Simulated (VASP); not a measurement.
# GeSb2Te4 (P1) in VASP: single point with PBEsol

Aim: the single point of GeSb2Te4 with PBEsol.

Everything below comes from runs of VASP 6.6.1. Logs are shortened: lines on timing, memory, paths and dates and some standing lists are left out, and cuts for length are marked.

## Step 1: The cell of the first run

The typed cell holds 7 atoms: a = 6.059 Å, b = 7.598 Å, c = 7.286 Å, α = 108.74°, β = 113.55°, γ = 116.01°.

## Step 2: Single point, PBEsol

INCAR

```
SYSTEM = GeSb2Te4
ALGO = Normal
EDIFF = 1E-6
ENCUT = 520
GGA = PS
ISIF = 2
ISMEAR = -1
LASPH = .True.
LCHARG = .False.
LREAL = .False.
LWAVE = .False.
NBANDS = 33
NELM = 100
PREC = Accurate
SIGMA = 0.05
```

KPOINTS

```
k-points
0
Gamma
  4 4 4
  0 0 0
```

POSCAR

```
GeSb2Te4
1.0
   -4.3467223916      3.0554991925      2.9132606728
    4.4723565572     -4.3647492070      4.3215226471
    4.1995432303      4.2125917023     -4.2075000381
Ge Sb Te
1 2 4
Direct
    0.0136986301      0.0712840423      0.1071997124
   -0.0028586756      0.5642902010      0.6007727513
    0.5192641117     -0.1590446533      0.3300757022
    0.0545464709      0.9131667791      0.3975499456
    0.4863348485      0.1089255734      0.0861174096
    0.9518585198      0.3582557293      0.8606087350
    0.5134254717      0.6182982767      0.6029623130
```

Potentials or basis: VASP PAW PBE potentials, release 64 (Ge_d, Sb, Te).

The run is started by

```bash
$ cat potpaw_PBE.64/Ge_d/POTCAR potpaw_PBE.64/Sb/POTCAR potpaw_PBE.64/Te/POTCAR > POTCAR
$ mpirun -np 1 vasp_std > vasp.out
```

OUTCAR:

```text
SYSTEM = GeSb2Te4
   EDIFF = 1E-6
   ENCUT = 520
   GGA = PS
   ISIF = 2
   ISMEAR = -1
   LASPH = .True.
   LREAL = .False.
   NELM = 100
   PREC = Accurate

 ion  position               nearest neighbor table
   1  0.014  0.071  0.107-   4 2.73   5 2.82   7 2.89   7 3.17   5 3.28   6 3.29
   2  0.997  0.564  0.601-   6 2.84   5 2.93   7 2.96   7 3.14   5 3.14   4 3.39
   3  0.519  0.841  0.330-   4 2.84   6 2.91   7 3.00   5 3.12   6 3.22   4 3.28
   4  0.055  0.913  0.398-   1 2.73   3 2.84   3 3.28   2 3.39
   5  0.486  0.109  0.086-   1 2.82   2 2.93   3 3.12   2 3.14   1 3.28
   6  0.952  0.358  0.861-   2 2.84   3 2.91   3 3.22   1 3.29
   7  0.513  0.618  0.603-   1 2.89   2 2.96   3 3.00   2 3.14   1 3.17

  LATTYP: Found a triclinic cell.
 ALAT       =     6.0250308323
 B/A-ratio  =     1.3965361296
 C/A-ratio  =     1.2092810454
 COS(alpha) =     0.0002747820
 COS(beta)  =     0.4022284610
 COS(gamma) =     0.6941635503

  Lattice vectors:

 A1 = (  -4.3251773959,  -2.9033416878,  -3.0272832818)
 A2 = (   0.0215449957,  -5.9588408803,  -5.9405439546)
 A3 = (  -4.1995432303,  -4.2125917023,   4.2075000381)

Analysis of symmetry for initial positions (statically):
=====================================================================
 Subroutine PRICEL returns:
 Original cell was already a primitive cell.

 Routine SETGRP: Setting up the symmetry group for a
 triclinic supercell.

 Subroutine GETGRP returns: Found  1 space group operations
 (whereof  1 operations were pure point group operations)
 out of a pool of  2 trial point group operations.

The static configuration has the point symmetry C_1 .

Analysis of symmetry for dynamics (positions and initial velocities):
=====================================================================
 Subroutine PRICEL returns:
 Original cell was already a primitive cell.

 Routine SETGRP: Setting up the symmetry group for a
 triclinic supercell.

 Subroutine GETGRP returns: Found  1 space group operations
 (whereof  1 operations were pure point group operations)
 out of a pool of  2 trial point group operations.

The dynamic configuration has the point symmetry C_1 .

 Subroutine INISYM returns: Found  1 space group operations
 (whereof  1 operations are pure point group operations),
 and found     1 'primitive' translations

----------------------------------------------------------------------------------------

                                     Primitive cell

  volume of cell :     220.5406

  direct lattice vectors                    reciprocal lattice vectors
    -4.346722392  3.055499193  2.913260673     0.000724910  0.167614752  0.168541128
     4.472356557 -4.364749207  4.321522647     0.113939965  0.027452859  0.141210574
     4.199543230  4.212591702 -4.207500038     0.117529646  0.144252789  0.024063917

  length of vectors
     6.059468509  7.597931745  7.285955583     0.237700111  0.183511311  0.187619714

  position of ions in fractional coordinates (direct lattice)
     0.013698630  0.071284042  0.107199712
     0.997141324  0.564290201  0.600772751
     0.519264112  0.840955347  0.330075702
     0.054546471  0.913166779  0.397549946
     0.486334849  0.108925573  0.086117410
     0.951858520  0.358255729  0.860608735
     0.513425472  0.618298277  0.602962313

  ion indices of the primitive-cell ions
   primitive index   ion index
                 1           1
                 2           2
                 3           3
                 4           4
                 5           5
                 6           6
                 7           7

----------------------------------------------------------------------------------------

 KPOINTS: k-points

Automatic generation of k-mesh.
 Grid dimensions read from file:
 generate k-points for:    4    4    4

 Generating k-lattice:

  Cartesian coordinates                     Fractional coordinates (reciprocal lattice)
     0.000181227  0.041903688  0.042135282     0.250000000  0.000000000  0.000000000
     0.028484991  0.006863215  0.035302643     0.000000000  0.250000000  0.000000000
     0.029382412  0.036063197  0.006015979    -0.000000000  0.000000000  0.250000000

  Length of vectors
     0.059425028  0.045877828  0.046904928

  Shift w.r.t. Gamma in fractional coordinates (k-lattice)
     0.000000000  0.000000000  0.000000000

 Subroutine IBZKPT returns following result:
 ===========================================

 Found     36 irreducible k-points:

 Following reciprocal coordinates:
            Coordinates               Weight
  0.000000  0.000000  0.000000      1.000000
  0.250000  0.000000 -0.000000      2.000000
  0.500000  0.000000 -0.000000      1.000000
 -0.000000  0.250000 -0.000000      2.000000
  0.250000  0.250000  0.000000      2.000000
  0.500000  0.250000  0.000000      2.000000
[... 16 lines left out ...]
  0.000000 -0.250000  0.250000      2.000000
  0.250000 -0.250000  0.250000      2.000000
 [... further k-points ...]
   k-points           NKPTS =     36   k-points in BZ     NKDIM =     36   number of bands    NBANDS=     33
   number of dos      NEDOS =    301   number of ions     NIONS =      7
   total plane-waves  NPLWV = 155520
   dimension x,y,z NGX =    48 NGY =   60 NGZ =   54
   dimension x,y,z NGXF=    96 NGYF=  120 NGZF=  108
   ions per type =               1   2   4
   NGX,Y,Z   is equivalent  to a cutoff of  13.17, 13.13, 12.32 a.u.
   NGXF,Y,Z  is equivalent  to a cutoff of  26.34, 26.26, 24.64 a.u.
 SYSTEM =  GeSb2Te4
   PREC   = accura    normal or accurate (medium, high low for compatibility)
   ISTART =      0    job   : 0-new  1-cont  2-samecut
   ICHARG =      2    charge: 1-file 2-atom 10-const
   ISPIN  =      1    spin polarized calculation?
   LNONCOLLINEAR =      F non collinear calculations
   LSORBIT =      F    spin-orbit coupling
   LASPH  =      T    aspherical Exc in radial PAW
   ENCUT  =  520.0 eV  38.22 Ry    6.18 a.u.  11.27 14.13 13.55*2*pi/ulx,y,z
   NELM   =    100;   NELMIN=  2; NELMDL= -5     # of ELM steps
   EDIFF  = 0.1E-05   stopping-criterion for ELM
   LREAL  =      F    real-space projection
   EDIFFG = 0.1E-04   stopping-criterion for IOM
   NSW    =      0    number of steps for IOM
   IBRION =     -1    ionic relax: 0-MD 1-quasi-New 2-CG
   NFREE  =      0    steps in history (QN), initial steepest desc. (CG)
   ISIF   =      2    stress and relaxation
   ISYM   =      2    0-nonsym 1-usesym 2-fastsym
   POTIM  = 0.5000    time-step for ionic-motion
   TEBEG  =    0.0;   TEEND  =   0.0 temperature during run
   PSTRESS=    0.0 pullay stress
   NELECT =      48.0000    total number of electrons
   NUPDOWN=      -1.0000    fix difference up-down
   EMIN   =  10.00;   EMAX   =-10.00  energy-range for DOS
   EFERMI =   0.00;   METHOD = LEGACY
   ISMEAR =    -1;   SIGMA  =   0.05  broadening in eV -4-tet -1-fermi 0-gaus
   EFERMI_NEDOS =   21; number of points for ismear=-14 and -15
   IALGO  =     38    algorithm
   IMIX   =      4    mixing-type and parameters
     AMIX     =   0.40;   BMIX     =  1.00
     AMIX_MAG =   1.60;   BMIX_MAG =  1.00
  volume/ion in A,a.u.               =      31.51       212.61
  Fermi-wavevector in a.u.,A,eV,Ry     =   0.984749  1.860906 13.193996  0.969731
  Thomas-Fermi vector in A             =   2.116005
   LORBIT       =      0    0 simple, 1 ext, 2 COOP (PROOUT), +10 PAW based schemes
   GGA     = PS    functional components
   LHFCALC =     F    Hartree Fock is set to
   AEXX    =    0.0000 exact exchange contribution
   IVDW    =     0    specifies the selected vdW correction
   LEPSILON=     F    determine dielectric tensor
   LRPA    =     F    only Hartree local field effects (RPA)
 non-spin polarized calculation
  energy-cutoff  :      520.00
  volume of cell :      220.54
 maximum number of plane-waves:      5956
 NGX is ok and might be reduce to    48
   NGX = 23   NGY = 29   NGZ = 27

 number of electron      47.9999998 magnetization

 Free energy of the ion-electron system (eV)
  ---------------------------------------------------
  ext. energy  EPLUGINS =         0.00000000
  ---------------------------------------------------
  free energy    TOTEN  =       -28.34977300 eV

  energy without entropy =      -28.34547359  energy(sigma->0) =      -28.34762329

 E-fermi :   5.6928     XC(G=0):  -9.3819

 val. band max:        5.5469587313   @ k =   0.5000   0.5000   0.5000
 cond. band min:       5.7996861623   @ k =   0.5000   0.5000   0.5000
 fundamental gap:      0.2527274309
 Fermi energy:         5.6927971814

 k-point     1 :       0.0000    0.0000    0.0000
  band No.  band energies     occupation
      1     -18.9174      2.00000
      2     -18.9080      2.00000
      3     -18.8927      2.00000
      4     -18.8879      2.00000
      5     -18.8798      2.00000
      6      -7.3969      2.00000
[... 25 lines left out ...]
     32      10.4721      0.00000
     33      10.6108      0.00000

 k-point     2 :       0.2500    0.0000   -0.0000
  band No.  band energies     occupation
      1     -18.9173      2.00000
      2     -18.9080      2.00000
      3     -18.8926      2.00000
      4     -18.8879      2.00000
      5     -18.8798      2.00000
      6      -6.9742      2.00000
[... 25 lines left out ...]
     32       9.4852      0.00000
     33      10.1967      0.00000

 k-point     3 :       0.5000    0.0000   -0.0000
  band No.  band energies     occupation
      1     -18.9172      2.00000
      2     -18.9081      2.00000
      3     -18.8926      2.00000
      4     -18.8879      2.00000
      5     -18.8798      2.00000
      6      -5.9877      2.00000
[... 25 lines left out ...]
     32       7.7328      0.00000
     33      10.2380      0.00000

 k-point     4 :      -0.0000    0.2500   -0.0000
  band No.  band energies     occupation
      1     -18.9173      2.00000
      2     -18.9080      2.00000
      3     -18.8927      2.00000
      4     -18.8879      2.00000
      5     -18.8798      2.00000
      6      -7.1530      2.00000
[... 25 lines left out ...]
     32       9.9396      0.00000
     33      10.1822      0.00000

 k-point     5 :       0.2500    0.2500    0.0000
  band No.  band energies     occupation
      1     -18.9172      2.00000
      2     -18.9081      2.00000
      3     -18.8927      2.00000
      4     -18.8879      2.00000
      5     -18.8798      2.00000
      6      -6.4175      2.00000
[... 604 lines left out ...]
 k-point    22 :      -0.2500    0.5000    0.2500
  band No.  band energies     occupation
      1     -18.9172      2.00000
      2     -18.9081      2.00000
      3     -18.8927      2.00000
      4     -18.8879      2.00000
      5     -18.8798      2.00000
      6      -6.4787      2.00000
[... 25 lines left out ...]
     32       9.1765      0.00000
     33       9.6199      0.00000

 k-point    23 :       0.0000   -0.2500    0.2500
  band No.  band energies     occupation
      1     -18.9174      2.00000
      2     -18.9080      2.00000
      3     -18.8926      2.00000
      4     -18.8879      2.00000
      5     -18.8798      2.00000
      6      -7.2122      2.00000
[... 25 lines left out ...]
     32       9.9111      0.00000
     33      10.4023      0.00000

 k-point    24 :       0.2500   -0.2500    0.2500
  band No.  band energies     occupation
      1     -18.9173      2.00000
      2     -18.9080      2.00000
      3     -18.8926      2.00000
      4     -18.8879      2.00000
      5     -18.8798      2.00000
      6      -6.7987      2.00000
[... 25 lines left out ...]
     32       9.4005      0.00000
     33       9.8299      0.00000

 [... further k-points ...]
[... 5 lines left out ...]
  --------------------------------------------------------------------------------------
  -------------------------------------------------------------------------------------
  Total        0.0442139      0.0924559      0.1266421     -0.0036277      0.0031145     -0.0427306
  in kB        0.3212039      0.6716709      0.9200259     -0.0263544      0.0226263     -0.3104281
  external PRESSURE =       0.6376336 kB  Pullay stress =       0.0000000 kB

 VOLUME and BASIS-vectors are now :
 -----------------------------------------------------------------------------
  energy-cutoff  :      520.00
  volume of cell :      220.54
      direct lattice vectors                 reciprocal lattice vectors
    -4.346722392  3.055499193  2.913260673     0.000724910  0.167614752  0.168541128
     4.472356557 -4.364749207  4.321522647     0.113939965  0.027452859  0.141210574
     4.199543230  4.212591702 -4.207500038     0.117529646  0.144252789  0.024063917

 POSITION                                       TOTAL-FORCE (eV/Angst)
 -----------------------------------------------------------------------------------
      0.70945      0.18231     -0.10308         0.008146     -0.011573      0.005056
      0.71238      3.11459      2.81577         0.015643     -0.016735      0.025189
      2.89012     -0.69347      3.75817         0.029410     -0.008808     -0.002744
      5.51644     -2.14436      2.43249        -0.022997      0.021029      0.014563
     -1.26515      1.37334      1.52521        -0.016783      0.000472     -0.007362
      1.07895      4.97010      0.70021        -0.008856      0.012123     -0.033177
      3.06570      1.41009      1.63077        -0.004563      0.003491     -0.001525
 -----------------------------------------------------------------------------------
    total drift:                               -0.000703      0.000126      0.000008

  FREE ENERGIE OF THE ION-ELECTRON SYSTEM (eV)
  ---------------------------------------------------
  free  energy   TOTEN  =       -28.3497729983 eV

  energy  without entropy=      -28.3454735900  energy(sigma->0) =      -28.34762329
```

It took 5.8 min on 1 thread of Intel Xeon 6975P-C (Granite Rapids), shared host; peak memory 0.55 GiB.

What came out:

```yaml
Free_energy: -28.3498 eV
Pressure: 0.1 GPa
Largest_force: 0.036 eV/Å
Band_gap_on_the_k_mesh: 0.25 eV, direct
```

Forces on the atoms (eV/Å):
```
Ge   0.008 -0.012  0.005
Sb   0.016 -0.017  0.025
Sb   0.029 -0.009 -0.003
Te  -0.023  0.021  0.015
Te  -0.017  0.000 -0.007
Te  -0.009  0.012 -0.033
Te  -0.005  0.003 -0.002
```

Caveat: the PAW data sets were made with another functional, which shifts forces and pressure a little; spin-orbit coupling is left out, which moves the levels of the heavy elements. A k mesh can miss the band edges.
